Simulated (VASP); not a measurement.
A run of VASP 6.6.1 is set up as follows.

The input INCAR:

```
SYSTEM = Cd
PREC = Accurate
ENCUT = 600
EDIFF = 1E-6
ISMEAR = -1
SIGMA = 0.05
LREAL = .FALSE.
LASPH = .TRUE.
NELM = 60
ALGO = Normal
ISIF = 3
LWAVE = .FALSE.
LCHARG = .FALSE.
GGA = PS
IBRION = 2
NSW = 80
EDIFFG = -0.01
```

KPOINTS

```
regular mesh
0
G
  10 10 5
  0 0 0
```

POSCAR

```
Cd
1.0
    2.9788700000      0.0000000000      0.0000000000
   -1.4894350000      2.5797770946      0.0000000000
    0.0000000000      0.0000000000      5.6176500000
Cd
2
Direct
    0.6666666667      0.3333333333      0.7500000000
    0.3333333333      0.6666666667      0.2500000000
```

Potentials or basis: VASP PAW PBE potentials, release 64 (Cd).

Run with:

```sh
$ cat potpaw_PBE.64/Cd/POTCAR > POTCAR
$ mpirun -np 1 vasp_std > vasp.out
```

(1) Estimate the relaxed cell.

(2) Predict the relaxed volume.

Answers

(1) a = 2.967 Å, b = 2.967 Å, c = 5.512 Å, α = 90.00°, β = 90.00°, γ = 120.00°.

(2) 21.01 Å³/atom.

Caveat: the PAW data sets were made with another functional, which shifts forces and pressure a little.
